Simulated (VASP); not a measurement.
Ga:

```xyz
2
Lattice="0.0000 2.9796 2.9796 2.9796 0.0000 2.9796 2.9796 2.9796 0.0000" Properties=species:S:1:pos:R:3 pbc="T T T"
Ga    0.7449    0.7449    0.7449
Ga    5.2143    5.2143    5.2143
```

| Quantity | Value |
| --- | --- |
| Program | VASP 6.6.1 |
| Task | relaxation of cell and atoms |
| Functional | BLYP |
| Potentials or basis | VASP PAW PBE potentials, release 64 (Ga_d) |
| Cutoff | 600 eV |
| k mesh | 9 × 9 × 9 |
| Occupations | fermi-dirac, width 0.1 eV |
| Spin | no spin polarisation |

At the start: pressure 1.3 GPa; volume 26.45 Å³/atom.

Where does the relaxation end?

Over 3 steps the energy falls by 4.9 meV/atom and the volume is 27.64 Å³/atom (+4.5 %); space group Fd-3m (No. 227, to 0.05 Å).

The path:
| step | energy change (eV) | largest force (eV/Å) | pressure (GPa) | volume (Å³) |
| --- | --- | --- | --- | --- |
| 1 | 0.0000 | 0.0000 | 1.33 | 52.91 |
| 2 | -0.0089 | 0.0000 | 0.37 | 54.60 |
| 3 | -0.0098 | 0.0000 | 0.00 | 55.29 |

Final structure:
```
Ga
1.0
     0.00000    3.02365    3.02365
     3.02365    0.00000    3.02365
     3.02365    3.02365    0.00000
Ga
2
Direct
  0.12500 0.12500 0.12500
  0.87500 0.87500 0.87500
```

Caveat: the PAW data sets were made with another functional, which shifts forces and pressure a little.
